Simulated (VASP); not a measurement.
Wanted: the native input for a VASP 6.6.1 run.

- Task: relaxation of cell and atoms
- Functional: BLYP
- Potentials or basis: VASP PAW PBE potentials, release 64 (Br)
- Cutoff: 600 eV
- k mesh: 7 × 7 × 3
- Occupations: fermi-dirac, width 0.05 eV
- Spin: no spin polarisation
- Dipole correction: no
- Further INCAR settings: ALGO = Normal; EDIFF = 1e-06; IBRION = 2; EDIFFG = -0.01; NSW = 60; ISIF = 3

The structure of Br lies in POSCAR:

```
Br
1.0
    3.3632500000     -2.3225500000      0.0000000000
    3.3632500000      2.3225500000      0.0000000000
    0.0000000000      0.0000000000      8.7023000000
Br
4
Direct
    0.3651000000      0.6349000000      0.3901000000
    0.1349000000      0.8651000000      0.8901000000
    0.6349000000      0.3651000000      0.6099000000
    0.8651000000      0.1349000000      0.1099000000
```

These files were run (other wordings do the same):

INCAR

```
AGGAC    = 1.0          
AGGAX    = 1.0          
ALDAC    = 0.0          
ALDAX    = 1.0          
ALGO     = Normal         # electronic algorithm
EDIFF    = 1E-6           # SCF threshold, eV
EDIFFG   = -0.01          # ionic threshold
ENCUT    = 600            # plane-wave cutoff, eV
GGA      = B5             # functional
IBRION   = 2              # ionic algorithm
ISIF     = 3              # what is computed and relaxed
ISMEAR   = -1             # smearing method
LASPH    = True           # aspherical terms in the spheres
LCHARG   = False          # write CHGCAR
LREAL    = False          # projectors in reciprocal space
LWAVE    = False          # write WAVECAR
NELM     = 100            # most SCF steps
NSW      = 60             # ionic steps
PREC     = Accurate       # precision mode
SIGMA    = 0.05           # smearing width, eV
```

KPOINTS

```
k-points
0
Gamma
  7 7 3
```

Potentials or basis: VASP PAW PBE potentials, release 64 (Br).

Command:

```sh
$ cat potpaw_PBE.64/Br/POTCAR > POTCAR
$ mpirun -np 1 vasp_std > vasp.out
```

Results of the run:

| Item | Value |
| --- | --- |
| Relaxed volume | 52.73 Å³/atom |
| Relaxed cell | a = 5.697 Å, b = 5.697 Å, c = 8.923 Å, α = 90.00°, β = 90.00°, γ = 46.75° |
| Space group after relaxing (to 0.1 Å) | Cmce (No. 64) |
| Energy gained by relaxing | 100.4 meV/atom |
| Ionic steps | 36 |
| Pressure after relaxing | 0.0 GPa |
| Largest force after relaxing | 0.010 eV/Å |
| Band gap on the k mesh | 1.29 eV |

Caveat: the volume moved by over 15 % at a fixed basis, so the end points are rough; this functional lacks dispersion, which holds the molecules together, so the pressure and a relaxed volume are unreliable; the PAW data sets were made with another functional, which shifts forces and pressure a little; an odd mesh through Γ misses points on the zone boundary, where band edges can lie.

Run time: 57 min on 1 thread of AMD EPYC 7R13 (shared host), peak memory 0.31 GiB.
